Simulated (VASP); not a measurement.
# Sc (Fd-3m) in VASP: further runs, part 2 of 2

VASP 6.6.1.

## (4) Relaxation of cell and atoms, PBEsol, target pressure 30 GPa, at which the enthalpy is minimised

INCAR reads:

```
ALGO     = Normal         # electronic algorithm
EDIFF    = 1E-6           # SCF threshold, eV
EDIFFG   = -0.03          # ionic threshold
ENCUT    = 600            # plane-wave cutoff, eV
GGA      = PS             # functional
IBRION   = 2              # ionic algorithm
ISIF     = 3              # what is computed and relaxed
ISMEAR   = -1             # smearing method
LASPH    = T              # aspherical terms in the spheres
LCHARG   = F              # write CHGCAR
LREAL    = F              # projectors in reciprocal space
LWAVE    = F              # write WAVECAR
NELM     = 100            # most SCF steps
NSW      = 60             # ionic steps
PREC     = Accurate       # precision mode
PSTRESS  = 300.0        
SIGMA    = 0.1            # smearing width, eV
```

KPOINTS reads:

```
k-points
0
Gamma
  6 6 6
```

POSCAR reads:

```
Sc
1.0
    0.0000000000      3.1900000000      3.1900000000
    3.1900000000      0.0000000000      3.1900000000
    3.1900000000      3.1900000000      0.0000000000
Sc
2
Direct
    0.0000000000      0.0000000000      0.0000000000
    0.2500000000      0.2500000000      0.2500000000
```

Potentials or basis: VASP PAW PBE potentials, release 64 (Sc_sv).

On the command line:

```sh
> cat potpaw_PBE.64/Sc_sv/POTCAR > POTCAR
> mpirun -np 1 vasp_std > vasp.out
```

OUTCAR:

```text
EDIFF = 1E-6
   EDIFFG = -0.03
   ENCUT = 600
   GGA = PS
   IBRION = 2
   ISIF = 3
   ISMEAR = -1
   LASPH = T
   LREAL = F
   NELM = 100
   NSW = 60
   PREC = Accurate
   PSTRESS = 300.0

 ion  position               nearest neighbor table
   1  0.000  0.000  0.000-   2 2.76   2 2.76   2 2.76   2 2.76
   2  0.250  0.250  0.250-   1 2.76   1 2.76   1 2.76   1 2.76

  LATTYP: Found a face centered cubic cell.
 ALAT       =     6.3800000000

  Lattice vectors:

 A1 = (   0.0000000000,   3.1900000000,   3.1900000000)
 A2 = (   3.1900000000,   0.0000000000,   3.1900000000)
 A3 = (   3.1900000000,   3.1900000000,   0.0000000000)

Analysis of symmetry for initial positions (statically):
=====================================================================
 Subroutine PRICEL returns:
 Original cell was already a primitive cell.

 Routine SETGRP: Setting up the symmetry group for a
 face centered cubic supercell.

 Subroutine GETGRP returns: Found 48 space group operations
 (whereof 24 operations were pure point group operations)
 out of a pool of 48 trial point group operations.

The static configuration has the point symmetry T_d .
 The point group associated with its full space group is O_h .

Analysis of symmetry for dynamics (positions and initial velocities):
=====================================================================
 Subroutine PRICEL returns:
 Original cell was already a primitive cell.

 Routine SETGRP: Setting up the symmetry group for a
[... 142 lines left out ...]
  ext. energy  EPLUGINS =         0.00000000
  ---------------------------------------------------
  free energy    TOTEN  =        -9.23659367 eV

  energy without entropy =       -9.07951678  energy(sigma->0) =       -9.15805523

 E-fermi :   1.9090     XC(G=0):  -8.7257

 val. band max:        1.8810095134   @ k =   0.5000   0.0000   0.0000
 cond. band min:       1.9202436198   @ k =   0.0000   0.0000   0.0000
 fundamental gap:      0.0392341064
 Fermi energy:         1.9089892170

 k-point     1 :       0.0000    0.0000    0.0000
  band No.  band energies     occupation
      1     -47.7367      2.00000
      2     -47.4678      2.00000
      3     -26.6128      2.00000
      4     -26.6128      2.00000
      5     -26.6128      2.00000
      6     -26.1494      2.00000
      7     -26.1494      2.00000
      8     -26.1494      2.00000
      9      -2.2309      2.00000
     10       1.9202      0.94379
     11       1.9202      0.94379
     12       2.1709      0.13584
     13       2.1709      0.13584
     14       2.1709      0.13584
[... 420 lines left out ...]
--------------------------------------- Ionic step        5  -------------------------------------------

 number of electron      22.0000000 magnetization

 Free energy of the ion-electron system (eV)
  ---------------------------------------------------
  ext. energy  EPLUGINS =         0.00000000
  ---------------------------------------------------
  free energy    TOTEN  =        -7.87050555 eV

  energy without entropy =       -7.82557759  energy(sigma->0) =       -7.84804157

 E-fermi :   7.1171     XC(G=0): -11.9583

 val. band max:        7.0540741028   @ k =   0.5000   0.0000   0.0000
 cond. band min:       7.1478651963   @ k =   0.5000   0.5000   0.0000
 fundamental gap:      0.0937910935
 Fermi energy:         7.1170739872

 k-point     1 :       0.0000    0.0000    0.0000
  band No.  band energies     occupation
      1     -43.2110      2.00000
      2     -40.4349      2.00000
      3     -22.0841      2.00000
      4     -22.0841      2.00000
      5     -22.0841      2.00000
      6     -19.5970      2.00000
      7     -19.5970      2.00000
      8     -19.5970      2.00000
      9       1.7922      2.00000
     10       5.5447      2.00000
     11       5.5447      2.00000
     12       7.5063      0.04000
     13       7.5063      0.04000
     14       7.5063      0.04000
[... 302 lines left out ...]
  energy  without entropy=       -7.8255775947  energy(sigma->0) =       -7.84804157

  enthalpy is  TOTEN    =        -2.2265384398 eV   P V=        5.6439671117

 reached required accuracy - stopping structural energy minimisation
```

OSZICAR:

```text
N       E                     dE             d eps       ncg     rms          rms(c)
DAV:   1     0.349811603684E+03    0.34981E+03   -0.10833E+04   480   0.161E+03
DAV:   2     0.969581822315E+01   -0.34012E+03   -0.33610E+03   636   0.648E+02
DAV:   3    -0.998064418834E+01   -0.19676E+02   -0.19184E+02   747   0.169E+02
[... 49 lines left out ...]
DAV:   4    -0.787057043639E+01    0.47875E-03   -0.43969E-03   576   0.685E-01    0.649E-02
DAV:   5    -0.787051998087E+01    0.50456E-04   -0.22160E-04   670   0.193E-01    0.173E-02
DAV:   6    -0.787050938472E+01    0.10596E-04   -0.14559E-04   627   0.128E-01    0.207E-02
DAV:   7    -0.787050577927E+01    0.36055E-05   -0.15833E-05   620   0.521E-02    0.330E-03
DAV:   8    -0.787050555153E+01    0.22774E-06   -0.34252E-07   268   0.981E-03
   5 F= -.22265384E+01 E0= -.22040745E+01  d E =-.514656E+01
```

Run time: 74 s. Hardware: 1 thread of AMD EPYC 7R43 (Zen 3), shared host; peak memory 0.19 GiB.

What came out:

```
Free energy                                            : -7.8705 eV
Relaxed volume                                         : 15.07 Å³/atom
Relaxed cell                                           : a = 3.493 Å, b = 3.493 Å, c = 3.493 Å, α = 60.00°, β = 60.00°, γ = 60.00°
Space group after relaxing (to 0.05 Å)                 : Fd-3m (No. 227)
Energy change on relaxing (the enthalpy is what falls) : +683.0 meV/atom
Ionic steps                                            : 5
Pressure after relaxing                                : 30.3 GPa
Band gap on the k mesh                                 : zero (band 11 reaches 7.42 eV, above the bottom of band 12 at 6.18 eV)
```

Step by step:
| step | energy change (eV) | largest force (eV/Å) | pressure (GPa) | volume (Å³) |
| --- | --- | --- | --- | --- |
| 1 | 0.0000 | 0.0000 | -0.34 | 64.92 |
| 2 | 4.4711 | 0.0000 | 123.45 | 22.60 |
| 3 | 1.0133 | 0.0000 | 20.63 | 32.39 |
| 4 | 1.2103 | 0.0000 | 25.94 | 31.03 |
| 5 | 1.3661 | 0.0000 | 30.28 | 30.14 |

Final structure:
```xyz
2
Lattice="0.0000 2.4701 2.4701 2.4701 0.0000 2.4701 2.4701 2.4701 0.0000" Properties=species:S:1:pos:R:3 pbc="T T T"
Sc    0.0000    0.0000    0.0000
Sc    1.2351    1.2351    1.2351
```

Caveat: the cell is relaxed towards a set pressure, so the enthalpy falls and the energy may rise; the volume moved by over 15 % at a fixed basis, so the end points are rough; the PAW data sets were made with another functional, which shifts forces and pressure a little.

## (5) Relaxation of cell and atoms, PBEsol, target pressure 45 GPa, at which the enthalpy is minimised

INCAR reads:

```
PREC = Accurate ; ENCUT = 600
EDIFF = 1E-6 ; ISMEAR = -1
SIGMA = 0.1 ; LREAL = False
LASPH = True ; NELM = 80
ALGO = Normal ; ISIF = 3
LWAVE = False ; LCHARG = False
GGA = PS ; IBRION = 2
NSW = 60 ; EDIFFG = -0.03
PSTRESS = 450.0
```

KPOINTS reads:

```
Automatic mesh
0
Gamma
  6 6 6
```

POSCAR is that of step 4.

Potentials or basis: VASP PAW PBE potentials, release 64 (Sc_sv).

On the command line:

```sh
> cat potpaw_PBE.64/Sc_sv/POTCAR > POTCAR
> mpirun -np 1 vasp_std > vasp.out
```

OUTCAR:

```text
PREC = Accurate
   ENCUT = 600
   EDIFF = 1E-6
   ISMEAR = -1
   LREAL = False
   LASPH = True
   NELM = 80
   ISIF = 3
   GGA = PS
   IBRION = 2
   NSW = 60
   EDIFFG = -0.03
   PSTRESS = 450.0

 ion  position               nearest neighbor table
   1  0.000  0.000  0.000-   2 2.76   2 2.76   2 2.76   2 2.76
   2  0.250  0.250  0.250-   1 2.76   1 2.76   1 2.76   1 2.76

  LATTYP: Found a face centered cubic cell.
 ALAT       =     6.3800000000

  Lattice vectors:

 A1 = (   0.0000000000,   3.1900000000,   3.1900000000)
 A2 = (   3.1900000000,   0.0000000000,   3.1900000000)
 A3 = (   3.1900000000,   3.1900000000,   0.0000000000)

Analysis of symmetry for initial positions (statically):
=====================================================================
 Subroutine PRICEL returns:
 Original cell was already a primitive cell.

 Routine SETGRP: Setting up the symmetry group for a
 face centered cubic supercell.

 Subroutine GETGRP returns: Found 48 space group operations
 (whereof 24 operations were pure point group operations)
 out of a pool of 48 trial point group operations.

The static configuration has the point symmetry T_d .
 The point group associated with its full space group is O_h .

Analysis of symmetry for dynamics (positions and initial velocities):
=====================================================================
 Subroutine PRICEL returns:
 Original cell was already a primitive cell.

 Routine SETGRP: Setting up the symmetry group for a
 face centered cubic supercell.

 Subroutine GETGRP returns: Found 48 space group operations
 (whereof 24 operations were pure point group operations)
 out of a pool of 48 trial point group operations.

The dynamic configuration has the point symmetry T_d .
 The point group associated with its full space group is O_h .

 Subroutine INISYM returns: Found 48 space group operations
 (whereof 24 operations are pure point group operations),
 and found     1 'primitive' translations

----------------------------------------------------------------------------------------

                                     Primitive cell

  volume of cell :      64.9235

  direct lattice vectors                    reciprocal lattice vectors
     0.000000000  3.190000000  3.190000000    -0.156739812  0.156739812  0.156739812
     3.190000000  0.000000000  3.190000000     0.156739812 -0.156739812  0.156739812
     3.190000000  3.190000000  0.000000000     0.156739812  0.156739812 -0.156739812

  length of vectors
     4.511341264  4.511341264  4.511341264     0.271481318  0.271481318  0.271481318

  position of ions in fractional coordinates (direct lattice)
     0.000000000  0.000000000  0.000000000
     0.250000000  0.250000000  0.250000000

  ion indices of the primitive-cell ions
   primitive index   ion index
                 1           1
                 2           2

----------------------------------------------------------------------------------------

 KPOINTS: Automatic mesh

Automatic generation of k-mesh.
 Grid dimensions read from file:
 generate k-points for:    6    6    6

 Generating k-lattice:

  Cartesian coordinates                     Fractional coordinates (reciprocal lattice)
    -0.026123302  0.026123302  0.026123302     0.166666667  0.000000000  0.000000000
     0.026123302 -0.026123302  0.026123302     0.000000000  0.166666667  0.000000000
     0.026123302  0.026123302 -0.026123302     0.000000000  0.000000000  0.166666667

  Length of vectors
     0.045246886  0.045246886  0.045246886

  Shift w.r.t. Gamma in fractional coordinates (k-lattice)
     0.000000000  0.000000000  0.000000000

 Subroutine IBZKPT returns following result:
 ===========================================

 Found     16 irreducible k-points:

 Following reciprocal coordinates:
            Coordinates               Weight
  0.000000  0.000000  0.000000      1.000000
  0.166667  0.000000  0.000000      8.000000
  0.333333  0.000000  0.000000      8.000000
  0.500000  0.000000  0.000000      4.000000
  0.166667  0.166667  0.000000      6.000000
  0.333333  0.166667  0.000000     24.000000
[... 8 lines left out ...]
 -0.333333  0.333333  0.166667     24.000000
 -0.333333  0.500000  0.166667     12.000000
   k-points           NKPTS =     16   k-points in BZ     NKDIM =     16   number of bands    NBANDS=     15
   number of dos      NEDOS =    301   number of ions     NIONS =      2
   total plane-waves  NPLWV =  46656
   dimension x,y,z NGX =    36 NGY =   36 NGZ =   36
   dimension x,y,z NGXF=    72 NGYF=   72 NGZF=   72
   ions per type =               2
   NGX,Y,Z   is equivalent  to a cutoff of  13.27, 13.27, 13.27 a.u.
   NGXF,Y,Z  is equivalent  to a cutoff of  26.53, 26.53, 26.53 a.u.
 SYSTEM =  unknown system
   PREC   = accura    normal or accurate (medium, high low for compatibility)
   ISTART =      0    job   : 0-new  1-cont  2-samecut
   ICHARG =      2    charge: 1-file 2-atom 10-const
   ISPIN  =      1    spin polarized calculation?
   LNONCOLLINEAR =      F non collinear calculations
   LSORBIT =      F    spin-orbit coupling
   LASPH  =      T    aspherical Exc in radial PAW
   ENCUT  =  600.0 eV  44.10 Ry    6.64 a.u.   9.01  9.01  9.01*2*pi/ulx,y,z
   NELM   =     80;   NELMIN=  2; NELMDL= -5     # of ELM steps
   EDIFF  = 0.1E-05   stopping-criterion for ELM
   LREAL  =      F    real-space projection
   EDIFFG = -.3E-01   stopping-criterion for IOM
   NSW    =     60    number of steps for IOM
   IBRION =      2    ionic relax: 0-MD 1-quasi-New 2-CG
   NFREE  =      1    steps in history (QN), initial steepest desc. (CG)
   ISIF   =      3    stress and relaxation
   ISYM   =      2    0-nonsym 1-usesym 2-fastsym
   POTIM  = 0.5000    time-step for ionic-motion
   TEBEG  =    0.0;   TEEND  =   0.0 temperature during run
   PSTRESS=  450.0 pullay stress
   NELECT =      22.0000    total number of electrons
   NUPDOWN=      -1.0000    fix difference up-down
   EMIN   =  10.00;   EMAX   =-10.00  energy-range for DOS
   EFERMI =   0.00;   METHOD = LEGACY
   ISMEAR =    -1;   SIGMA  =   0.10  broadening in eV -4-tet -1-fermi 0-gaus
   EFERMI_NEDOS =   21; number of points for ismear=-14 and -15
   IALGO  =     38    algorithm
   IMIX   =      4    mixing-type and parameters
     AMIX     =   0.40;   BMIX     =  1.00
     AMIX_MAG =   1.60;   BMIX_MAG =  1.00
  volume/ion in A,a.u.               =      32.46       219.06
  Fermi-wavevector in a.u.,A,eV,Ry     =   1.141340  2.156820 17.723725  1.302657
  Thomas-Fermi vector in A             =   2.278040
   LORBIT       =      0    0 simple, 1 ext, 2 COOP (PROOUT), +10 PAW based schemes
   GGA     = PS    functional components
   LHFCALC =     F    Hartree Fock is set to
   AEXX    =    0.0000 exact exchange contribution
   IVDW    =     0    specifies the selected vdW correction
   LEPSILON=     F    determine dielectric tensor
   LRPA    =     F    only Hartree local field effects (RPA)
 conjugate gradient relaxation of ions
 non-spin polarized calculation
  energy-cutoff  :      600.00
  volume of cell :       64.92
 maximum number of plane-waves:      2200
   NGX = 17   NGY = 17   NGZ = 17

--------------------------------------- Ionic step        1  -------------------------------------------

 number of electron      22.0000004 magnetization

 Free energy of the ion-electron system (eV)
  ---------------------------------------------------
  ext. energy  EPLUGINS =         0.00000000
  ---------------------------------------------------
  free energy    TOTEN  =        -9.23659367 eV

  energy without entropy =       -9.07951678  energy(sigma->0) =       -9.15805523

------------------------ aborting loop because EDIFF is reached ----------------------------------------

  FORCE on cell =-STRESS in cart. coord.  units (eV):
  Direction    XX          YY          ZZ          XY          YZ          ZX
  --------------------------------------------------------------------------------------
  -------------------------------------------------------------------------------------
  Total       -0.1375757     -0.1375757     -0.1375757     -0.0000000     -0.0000000      0.0000000
  in kB       -3.3950817     -3.3950817     -3.3950817     -0.0000000     -0.0000000      0.0000000
  external PRESSURE =    -453.3950817 kB  Pullay stress =     450.0000000 kB
[... 841 lines left out ...]
  enthalpy is  TOTEN    =         0.4951969991 eV   P V=        8.0038395518

--------------------------------------- Ionic step        8  -------------------------------------------

 number of electron      22.0000001 magnetization

 Free energy of the ion-electron system (eV)
  ---------------------------------------------------
  ext. energy  EPLUGINS =         0.00000000
  ---------------------------------------------------
  free energy    TOTEN  =        -7.35885879 eV

  energy without entropy =       -7.32489869  energy(sigma->0) =       -7.34187874

 E-fermi :   7.7540     XC(G=0): -12.3395

 val. band max:        7.7100829620   @ k =   0.5000   0.5000   0.0000
 cond. band min:       7.9344757011   @ k =   0.3333   0.3333   0.0000
 fundamental gap:      0.2243927391
 Fermi energy:         7.7539521233

 k-point     1 :       0.0000    0.0000    0.0000
  band No.  band energies     occupation
      1     -42.8519      2.00000
      2     -39.4852      2.00000
      3     -21.6396      2.00000
      4     -21.6396      2.00000
      5     -21.6396      2.00000
      6     -18.8054      2.00000
      7     -18.8054      2.00000
      8     -18.8054      2.00000
      9       2.3962      2.00000
     10       5.9559      2.00000
     11       5.9559      2.00000
     12       8.1995      0.02296
[... 300 lines left out ...]
  FREE ENERGIE OF THE ION-ELECTRON SYSTEM (eV)
  ---------------------------------------------------
  free  energy   TOTEN  =        -7.3588587903 eV

  energy  without entropy=       -7.3248986934  energy(sigma->0) =       -7.34187874

  enthalpy is  TOTEN    =         0.4880922150 eV   P V=        7.8469510053

 reached required accuracy - stopping structural energy minimisation
```

Run time: 2.1 min. Hardware: 1 thread of AMD EPYC 7R43 (Zen 3), shared host; peak memory 0.2 GiB.

What came out:

- Free energy: -7.3589 eV
- Relaxed volume: 13.97 Å³/atom
- Relaxed cell: a = 3.406 Å, b = 3.406 Å, c = 3.406 Å, α = 60.00°, β = 60.00°, γ = 60.00°
- Space group after relaxing (to 0.05 Å): Fd-3m (No. 227)
- Energy change on relaxing (the enthalpy is what falls): +938.9 meV/atom
- Ionic steps: 8
- Pressure after relaxing: 45.2 GPa
- Band gap on the k mesh: zero (band 11 reaches 8.01 eV, above the bottom of band 12 at 6.97 eV)

The path:
```csv
step,energy change (eV),largest force (eV/Å),pressure (GPa),volume (Å³)
1,0.0000,0.0000,-0.34,64.92
2,40.3397,0.0000,1498.93,11.21
3,0.0644,0.0000,2.64,52.59
4,0.2350,0.0000,4.39,45.32
5,3.2791,0.0000,87.38,24.43
6,1.2197,0.0000,26.18,30.97
7,1.7280,0.0000,40.77,28.50
8,1.8777,0.0000,45.21,27.94
```

Final structure:
```
Sc
1.0
     0.00000    2.40837    2.40837
     2.40837    0.00000    2.40837
     2.40837    2.40837    0.00000
Sc
2
Cartesian
  0.0000 0.0000 0.0000
  1.2042 1.2042 1.2042
```

Caveat: the cell is relaxed towards a set pressure, so the enthalpy falls and the energy may rise; the volume moved by over 15 % at a fixed basis, so the end points are rough; the PAW data sets were made with another functional, which shifts forces and pressure a little.

## (6) Overview

```tsv
cell	gap on the mesh (eV)	pressure (GPa)
relaxed	none	-0.1
relaxed to 15 GPa	none	14.8
relaxed to 30 GPa	none	30.3
relaxed to 45 GPa	none	45.2
```

Alike in all rows: task relaxation of cell and atoms; level PBEsol; potentials or basis VASP PAW PBE potentials, release 64 (Sc_sv); no spin polarisation; k mesh 6 × 6 × 6; cutoff (eV) 600; smearing fermi-dirac 0.1 eV.

Caveats: the PAW data sets were made with another functional, which shifts forces and pressure a little; the cell is relaxed towards a set pressure, so the enthalpy falls and the energy may rise (some runs); the volume moved by over 15 % at a fixed basis, so the end points are rough (some runs).

Total energies depend on the potentials used, so only differences within one code and one set of settings carry meaning.
